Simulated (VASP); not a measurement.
# Cs (Fm-3m) in VASP: a series of runs

Cs is run at these levels: PBE; tasks: single point.

Program: VASP 6.6.1. These are calculated values, not measurements. Logs are shortened: lines on timing, memory, paths and dates and some standing lists are left out, and cuts for length are marked.

**1. The cell of the first run**

It takes space group Fm-3m (No. 225, cubic). Conventional cell: a = 6.353 Å, b = 6.353 Å, c = 6.353 Å, α = 90.00°, β = 90.00°, γ = 90.00°. Cs (site symmetry m-3m) has 12 Cs at 4.49 Å within 5.9 Å.

This isn't the form of Cs at room conditions, which is bcc.

**2. Single point, PBE (64.10 Å³/atom)**

Input file INCAR:

```
SYSTEM = Cs
  PREC = Accurate
  ENCUT = 520
  EDIFF = 1E-6
  ISMEAR = -1
  SIGMA = 0.05
  LREAL = .FALSE.
  LASPH = .TRUE.
  NELM = 80
  ALGO = Normal
  ISIF = 2
  LWAVE = .FALSE.
  LCHARG = .FALSE.
  GGA = PE
  NBANDS = 10
```

Input file KPOINTS:

```
Automatic mesh
0
G
  10 10 10
  0 0 0
```

Input file POSCAR:

```
Cs
1.0
    0.0000000000      3.1764869964      3.1764869964
    3.1764869964      0.0000000000      3.1764869964
    3.1764869964      3.1764869964      0.0000000000
Cs
1
Direct
    0.0000000000      0.0000000000      0.0000000000
```

Potentials or basis: VASP PAW PBE potentials, release 64 (Cs_sv).

Launch:

```console
$ cat potpaw_PBE.64/Cs_sv/POTCAR > POTCAR
$ mpirun -np 1 vasp_std > vasp.out
```

OUTCAR:

```text
SYSTEM = Cs
   PREC = Accurate
   ENCUT = 520
   EDIFF = 1E-6
   ISMEAR = -1
   LREAL = .FALSE.
   LASPH = .TRUE.
   NELM = 80
   ISIF = 2
   GGA = PE

 ion  position               nearest neighbor table
   1  0.000  0.000  0.000-

  LATTYP: Found a face centered cubic cell.
 ALAT       =     6.3529739928

  Lattice vectors:

 A1 = (   0.0000000000,   3.1764869964,   3.1764869964)
 A2 = (   3.1764869964,   0.0000000000,   3.1764869964)
 A3 = (   3.1764869964,   3.1764869964,   0.0000000000)

Analysis of symmetry for initial positions (statically):
=====================================================================
 Subroutine PRICEL returns:
 Original cell was already a primitive cell.

 Routine SETGRP: Setting up the symmetry group for a
 face centered cubic supercell.

 Subroutine GETGRP returns: Found 48 space group operations
 (whereof 48 operations were pure point group operations)
 out of a pool of 48 trial point group operations.

The static configuration has the point symmetry O_h .

Analysis of symmetry for dynamics (positions and initial velocities):
=====================================================================
 Subroutine PRICEL returns:
 Original cell was already a primitive cell.

 Routine SETGRP: Setting up the symmetry group for a
 face centered cubic supercell.

 Subroutine GETGRP returns: Found 48 space group operations
 (whereof 48 operations were pure point group operations)
 out of a pool of 48 trial point group operations.

The dynamic configuration has the point symmetry O_h .

 Subroutine INISYM returns: Found 48 space group operations
 (whereof 48 operations are pure point group operations),
 and found     1 'primitive' translations

----------------------------------------------------------------------------------------

                                     Primitive cell

  volume of cell :      64.1019

  direct lattice vectors                    reciprocal lattice vectors
     0.000000000  3.176486996  3.176486996    -0.157406594  0.157406594  0.157406594
     3.176486996  0.000000000  3.176486996     0.157406594 -0.157406594  0.157406594
     3.176486996  3.176486996  0.000000000     0.157406594  0.157406594 -0.157406594

  length of vectors
     4.492230991  4.492230991  4.492230991     0.272636219  0.272636219  0.272636219

  position of ions in fractional coordinates (direct lattice)
     0.000000000  0.000000000  0.000000000

  ion indices of the primitive-cell ions
   primitive index   ion index
                 1           1

----------------------------------------------------------------------------------------

 KPOINTS: Automatic mesh

Automatic generation of k-mesh.
 Grid dimensions read from file:
 generate k-points for:   10   10   10

 Generating k-lattice:

  Cartesian coordinates                     Fractional coordinates (reciprocal lattice)
    -0.015740659  0.015740659  0.015740659     0.100000000  0.000000000  0.000000000
     0.015740659 -0.015740659  0.015740659     0.000000000  0.100000000  0.000000000
     0.015740659  0.015740659 -0.015740659     0.000000000  0.000000000  0.100000000

  Length of vectors
     0.027263622  0.027263622  0.027263622

  Shift w.r.t. Gamma in fractional coordinates (k-lattice)
     0.000000000  0.000000000  0.000000000

 Subroutine IBZKPT returns following result:
 ===========================================

 Found     47 irreducible k-points:

 Following reciprocal coordinates:
            Coordinates               Weight
  0.000000  0.000000  0.000000      1.000000
  0.100000  0.000000  0.000000      8.000000
  0.200000  0.000000  0.000000      8.000000
  0.300000  0.000000  0.000000      8.000000
  0.400000  0.000000  0.000000      8.000000
  0.500000  0.000000  0.000000      4.000000
[... 16 lines left out ...]
  0.300000  0.300000  0.000000      6.000000
  0.400000  0.300000  0.000000     24.000000
 [... further k-points ...]
   k-points           NKPTS =     47   k-points in BZ     NKDIM =     47   number of bands    NBANDS=     10
   number of dos      NEDOS =    301   number of ions     NIONS =      1
   total plane-waves  NPLWV =  46656
   dimension x,y,z NGX =    36 NGY =   36 NGZ =   36
   dimension x,y,z NGXF=    72 NGYF=   72 NGZF=   72
   ions per type =               1
   NGX,Y,Z   is equivalent  to a cutoff of  13.32, 13.32, 13.32 a.u.
   NGXF,Y,Z  is equivalent  to a cutoff of  26.65, 26.65, 26.65 a.u.
 SYSTEM =  Cs
   PREC   = accura    normal or accurate (medium, high low for compatibility)
   ISTART =      0    job   : 0-new  1-cont  2-samecut
   ICHARG =      2    charge: 1-file 2-atom 10-const
   ISPIN  =      1    spin polarized calculation?
   LNONCOLLINEAR =      F non collinear calculations
   LSORBIT =      F    spin-orbit coupling
   LASPH  =      T    aspherical Exc in radial PAW
   ENCUT  =  520.0 eV  38.22 Ry    6.18 a.u.   8.35  8.35  8.35*2*pi/ulx,y,z
   NELM   =     80;   NELMIN=  2; NELMDL= -5     # of ELM steps
   EDIFF  = 0.1E-05   stopping-criterion for ELM
   LREAL  =      F    real-space projection
   EDIFFG = 0.1E-04   stopping-criterion for IOM
   NSW    =      0    number of steps for IOM
   IBRION =     -1    ionic relax: 0-MD 1-quasi-New 2-CG
   NFREE  =      0    steps in history (QN), initial steepest desc. (CG)
   ISIF   =      2    stress and relaxation
   ISYM   =      2    0-nonsym 1-usesym 2-fastsym
   POTIM  = 0.5000    time-step for ionic-motion
   TEBEG  =    0.0;   TEEND  =   0.0 temperature during run
   PSTRESS=    0.0 pullay stress
   NELECT =       9.0000    total number of electrons
   NUPDOWN=      -1.0000    fix difference up-down
   EMIN   =  10.00;   EMAX   =-10.00  energy-range for DOS
   EFERMI =   0.00;   METHOD = LEGACY
   ISMEAR =    -1;   SIGMA  =   0.05  broadening in eV -4-tet -1-fermi 0-gaus
   EFERMI_NEDOS =   21; number of points for ismear=-14 and -15
   IALGO  =     38    algorithm
   IMIX   =      4    mixing-type and parameters
     AMIX     =   0.40;   BMIX     =  1.00
     AMIX_MAG =   1.60;   BMIX_MAG =  1.00
  volume/ion in A,a.u.               =      64.10       432.58
  Fermi-wavevector in a.u.,A,eV,Ry     =   0.850874  1.607919  9.850435  0.723987
  Thomas-Fermi vector in A             =   1.966919
   LORBIT       =      0    0 simple, 1 ext, 2 COOP (PROOUT), +10 PAW based schemes
   GGA     = PE    functional components
   LHFCALC =     F    Hartree Fock is set to
   AEXX    =    0.0000 exact exchange contribution
   IVDW    =     0    specifies the selected vdW correction
   LEPSILON=     F    determine dielectric tensor
   LRPA    =     F    only Hartree local field effects (RPA)
 non-spin polarized calculation
  energy-cutoff  :      520.00
  volume of cell :       64.10
 maximum number of plane-waves:      1759
 NGX is ok and might be reduce to    36
   NGX = 17   NGY = 17   NGZ = 17

 number of electron       8.9999999 magnetization

 Free energy of the ion-electron system (eV)
  ---------------------------------------------------
  ext. energy  EPLUGINS =         0.00000000
  ---------------------------------------------------
  free energy    TOTEN  =        -0.53920337 eV

  energy without entropy =       -0.52962685  energy(sigma->0) =       -0.53441511

 E-fermi :   2.4066     XC(G=0):  -7.1363

 val. band max:        2.3022369187   @ k =   0.5000   0.4000   0.1000
 cond. band min:       2.4125482551   @ k =  -0.4000   0.4000   0.0000
 fundamental gap:      0.1103113364
 Fermi energy:         2.4066432143

 k-point     1 :       0.0000    0.0000    0.0000
  band No.  band energies     occupation
      1     -21.3526      2.00000
      2      -7.8054      2.00000
      3      -7.8054      2.00000
      4      -7.8054      2.00000
      5       0.2598      2.00000
      6       5.1236      0.00000
      7       5.1236      0.00000
      8       5.1236      0.00000
      9       6.9834      0.00000
     10       6.9834      0.00000

 k-point     2 :       0.1000    0.0000    0.0000
  band No.  band energies     occupation
      1     -21.3449      2.00000
      2      -7.8947      2.00000
      3      -7.8153      2.00000
      4      -7.8153      2.00000
      5       0.4645      2.00000
      6       4.8416      0.00000
      7       5.2130      0.00000
      8       5.2130      0.00000
      9       6.7997      0.00000
     10       6.7997      0.00000

 k-point     3 :       0.2000    0.0000    0.0000
  band No.  band energies     occupation
      1     -21.3248      2.00000
      2      -8.1158      2.00000
      3      -7.8410      2.00000
      4      -7.8410      2.00000
      5       0.9962      2.00000
      6       4.3619      0.00000
      7       5.3229      0.00000
      8       5.3229      0.00000
      9       6.6580      0.00000
     10       6.6580      0.00000

 k-point     4 :       0.3000    0.0000    0.0000
  band No.  band energies     occupation
      1     -21.2997      2.00000
      2      -8.3680      2.00000
      3      -7.8722      2.00000
      4      -7.8722      2.00000
      5       1.6172      2.00000
      6       4.0887      0.00000
      7       5.1720      0.00000
      8       5.1720      0.00000
      9       7.0947      0.00000
     10       7.0947      0.00000

 k-point     5 :       0.4000    0.0000    0.0000
  band No.  band energies     occupation
      1     -21.2791      2.00000
      2      -8.5583      2.00000
      3      -7.8971      2.00000
      4      -7.8971      2.00000
      5       2.0092      1.99929
      6       4.1671      0.00000
      7       4.9601      0.00000
      8       4.9601      0.00000
      9       7.9055      0.00000
     10       7.9083      0.00000

 k-point     6 :       0.5000    0.0000    0.0000
  band No.  band energies     occupation
      1     -21.2712      2.00000
      2      -8.6282      2.00000
      3      -7.9065      2.00000
      4      -7.9065      2.00000
      5       2.1082      1.99490
      6       4.2983      0.00000
      7       4.8761      0.00000
      8       4.8761      0.00000
      9       8.2078      0.00000
     10       8.4348      0.00000
[... 183 lines left out ...]
 k-point    21 :      -0.3000    0.2000    0.0000
  band No.  band energies     occupation
      1     -21.2716      2.00000
      2      -8.4429      2.00000
      3      -8.1135      2.00000
      4      -7.9078      2.00000
      5       2.5654      0.08017
      6       3.8115      0.00000
      7       4.1821      0.00000
      8       5.4929      0.00000
      9       6.7974      0.00000
     10       8.8792      0.00000

 k-point    22 :      -0.2000    0.2000    0.0000
  band No.  band energies     occupation
      1     -21.2910      2.00000
      2      -8.3267      2.00000
      3      -8.0357      2.00000
      4      -7.8670      2.00000
      5       1.9787      1.99962
      6       3.9797      0.00000
      7       4.4788      0.00000
      8       5.6651      0.00000
      9       6.0803      0.00000
     10       8.2097      0.00000

 k-point    23 :       0.3000    0.3000    0.0000
  band No.  band energies     occupation
      1     -21.2823      2.00000
      2      -8.3367      2.00000
      3      -7.9953      2.00000
      4      -7.9953      2.00000
      5       1.9320      1.99985
      6       3.4015      0.00000
      7       4.6537      0.00000
      8       6.4870      0.00000
      9       6.4870      0.00000
     10       7.8259      0.00000

 k-point    24 :       0.4000    0.3000    0.0000
  band No.  band energies     occupation
      1     -21.2661      2.00000
      2      -8.4361      2.00000
      3      -8.0547      2.00000
      4      -8.0261      2.00000
      5       2.1838      1.97705
      6       3.2574      0.00000
      7       4.5845      0.00000
      8       6.6283      0.00000
      9       7.1499      0.00000
     10       8.3138      0.00000

 [... further k-points ...]

------------------------ aborting loop because EDIFF is reached ----------------------------------------

  FORCE on cell =-STRESS in cart. coord.  units (eV):
  Direction    XX          YY          ZZ          XY          YZ          ZX
  --------------------------------------------------------------------------------------
  -------------------------------------------------------------------------------------
  Total        1.0859793      1.0859793      1.0859793      0.0000000      0.0000000     -0.0000000
  in kB       27.1431893     27.1431893     27.1431893      0.0000000      0.0000000     -0.0000000
  external PRESSURE =      27.1431893 kB  Pullay stress =       0.0000000 kB

 VOLUME and BASIS-vectors are now :
 -----------------------------------------------------------------------------
  energy-cutoff  :      520.00
  volume of cell :       64.10
      direct lattice vectors                 reciprocal lattice vectors
     0.000000000  3.176486996  3.176486996    -0.157406594  0.157406594  0.157406594
     3.176486996  0.000000000  3.176486996     0.157406594 -0.157406594  0.157406594
     3.176486996  3.176486996  0.000000000     0.157406594  0.157406594 -0.157406594

 POSITION                                       TOTAL-FORCE (eV/Angst)
 -----------------------------------------------------------------------------------
      0.00000      0.00000      0.00000        -0.000000      0.000000      0.000000
 -----------------------------------------------------------------------------------
    total drift:                               -0.000000      0.000000      0.000000

  FREE ENERGIE OF THE ION-ELECTRON SYSTEM (eV)
  ---------------------------------------------------
  free  energy   TOTEN  =        -0.5392033685 eV

  energy  without entropy=       -0.5296268496  energy(sigma->0) =       -0.53441511
```

It took 12 s on 1 thread of Intel Xeon 6975P-C (Granite Rapids), shared host; peak memory 0.2 GiB.

Results:

* Free energy: -0.5392 eV
* Pressure: 2.7 GPa
* Band gap on the k mesh: zero (an odd number of electrons rules out a gap without spin polarisation)

Levels at points of the mesh, in eV from the Fermi level:
```tsv
k point	band 3	band 4	band 5	band 6	band 7	band 8
(0.00, 0.00, 0.00)	-10.21	-10.21	-2.15	2.72	2.72	2.72
(0.50, 0.00, 0.00)	-10.31	-10.31	-0.30	1.89	2.47	2.47
(0.50, 0.50, 0.00)	-10.50	-10.50	-0.40	0.48	3.11	6.07
```

Caveat: spin-orbit coupling is left out, which moves the levels of the heavy elements.

**3. Single point, PBE (64.10 Å³/atom)**

Input file INCAR:

```
PREC     = Accurate       # precision mode
ENCUT    = 520            # plane-wave cutoff, eV
EDIFF    = 1E-6           # SCF threshold, eV
ISMEAR   = -1             # smearing method
SIGMA    = 0.05           # smearing width, eV
LREAL    = False          # projectors in reciprocal space
LASPH    = True           # aspherical terms in the spheres
NELM     = 60             # most SCF steps
ALGO     = Normal         # electronic algorithm
ISIF     = 2              # what is computed and relaxed
LWAVE    = False          # write WAVECAR
LCHARG   = True           # write CHGCAR
GGA      = PE             # functional
LELF     = True           # ELF
LVHAR    = True         
NBANDS   = 10             # bands
```

Input file KPOINTS:

```
regular mesh
0
Gamma
  10 10 10
```

POSCAR is that of step 2.

Potentials or basis: VASP PAW PBE potentials, release 64 (Cs_sv).

Launch:

```console
$ cat potpaw_PBE.64/Cs_sv/POTCAR > POTCAR
$ mpirun -np 1 vasp_std > vasp.out
```

Wall time 12 s (1 thread of Intel Xeon 6975P-C (Granite Rapids), shared host); peak memory 0.2 GiB.

The run converged. Its results:

```yaml
Free_energy: -0.5392 eV
Pressure: 2.7 GPa
Band_gap_on_the_k_mesh: zero (an odd number of electrons rules out a gap without spin polarisation)
```

Levels at points of the mesh, in eV from the Fermi level:
| k point | band 3 | band 4 | band 5 | band 6 | band 7 | band 8 |
| --- | --- | --- | --- | --- | --- | --- |
| (0.00, 0.00, 0.00) | -10.21 | -10.21 | -2.15 | 2.72 | 2.72 | 2.72 |
| (0.50, 0.00, 0.00) | -10.31 | -10.31 | -0.30 | 1.89 | 2.47 | 2.47 |
| (0.50, 0.50, 0.00) | -10.50 | -10.50 | -0.40 | 0.48 | 3.11 | 6.07 |

Caveat: spin-orbit coupling is left out, which moves the levels of the heavy elements.

(Continued in part 2 of 2.)
